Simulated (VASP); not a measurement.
MgO:

```
Mg O
1.0
     0.00000    2.11199    2.11199
     2.11199    0.00000    2.11199
     2.11199    2.11199    0.00000
Mg O
1 1
Direct
  0.00000 0.00000 0.00000
  0.50000 0.50000 0.50000
```

Program: VASP 6.6.1. Alike in all runs: task single point; no spin polarisation; cell as given; k mesh 6 × 6 × 6; cutoff (eV) 520; smearing gaussian 0.01 eV.

**Question.** Order these runs on this cell by their pressure, lowest first.
A. level LDA; potentials or basis VASP PAW LDA potentials, release 64 (Mg, O)
B. level PBE; potentials or basis VASP PAW PBE potentials, release 64 (Mg, O)
C. level PBEsol; potentials or basis VASP PAW PBE potentials, release 64 (Mg, O)

**Answer.** A (-8.9 GPa), C (-1.6 GPa), B (2.5 GPa).

Caveats: all runs use coarse meshes; the PAW data sets were made with another functional, which shifts forces and pressure a little (some runs).
